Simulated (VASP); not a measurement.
A run of VASP 6.6.1 is set up as follows.

File INCAR:

```
SYSTEM = MgS
  ALGO = Normal
  EDIFF = 1E-6
  ENCUT = 520
  GGA = PS
  ISIF = 2
  ISMEAR = 0
  LASPH = .True.
  LCHARG = .False.
  LREAL = .False.
  LWAVE = .False.
  NBANDS = 11
  NELM = 80
  PREC = Accurate
  SIGMA = 0.01
```

The input KPOINTS:

```
k-points
0
Gamma
  6 6 6
  0 0 0
```

File POSCAR:

```
MgS
1.0
    0.0000000000      2.5912100399      2.5912100399
    2.5912100399      0.0000000000      2.5912100399
    2.5912100399      2.5912100399      0.0000000000
Mg S
1 1
Direct
    0.0000000000      0.0000000000      0.0000000000
    0.5000000000      0.5000000000      0.5000000000
```

Potentials or basis: VASP PAW PBE potentials, release 64 (Mg, S).

Run with:

```bash
$ cat potpaw_PBE.64/Mg/POTCAR potpaw_PBE.64/S/POTCAR > POTCAR
$ mpirun -np 1 vasp_std > vasp.out
```

Problem. Estimate the pressure.

Solution. -0.2 GPa.

Problem. What does it give for the band gap on the k mesh?

Solution. 2.73 eV, indirect (least direct gap 3.69 eV).

Caveat: the PAW data sets were made with another functional, which shifts forces and pressure a little. A k mesh can miss the band edges.
